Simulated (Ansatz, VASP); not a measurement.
## One calculation of TiO2, two programs

```xyz
12
Lattice="2.6712 -2.6713 -0.0202 0.0358 -2.6713 4.7919 -5.3423 -5.3425 0.0403" Properties=species:S:1:pos:R:3 pbc="T T T"
Ti    1.9328   -3.4001    1.2614
Ti   -0.5794   -5.9490    1.1245
Ti   -1.8972   -4.7134    3.6651
Ti   -4.7269   -7.3075    3.5732
O    -0.6131   -6.0046    3.2836
O    -3.3461   -8.6875    3.1155
O     0.8025   -2.0217    1.4454
O    -2.1139   -4.6562    1.7796
O    -0.5673   -3.0761    4.0284
O    -3.3795   -6.2735    4.0086
O     0.6563   -4.7080    0.7362
O    -1.9801   -7.3125    0.8508
```

Alike in both runs: task single point; functional r2SCAN; k mesh 6 × 6 × 4; occupations gaussian, width 0.05 eV; no spin polarisation.

|  | VASP | Ansatz |
| --- | --- | --- |
| version | VASP 6.6.1 | Ansatz 0.2.0 |
| potentials or method | VASP PAW PBE potentials, release 64 (Ti_sv, O), cutoff 520 eV | scalar-relativistic, plane waves, PAW |
| valence electrons in the cell | 96 | 96 |

|  | VASP | Ansatz | Ansatz less VASP |
| --- | --- | --- | --- |
| gap on the k mesh at the Fermi level (eV) | 1.99 | 1.97 | -0.020 |
| least direct gap on the mesh (eV) | 2.20 | 2.18 | -0.023 |
| pressure (GPa) | 9.5 | 8.2 | -1.28 |
| traceless stress, the component that is largest in VASP (GPa) | 4.42 | 4.33 | -0.088 |
| rms of the force components (eV/Å) | 2.239 | 2.191 | -0.0476 |

VASP's potentials were made for PBE, not for r2SCAN. Atom by atom the forces differ by 0.074 eV/Å (rms over components).
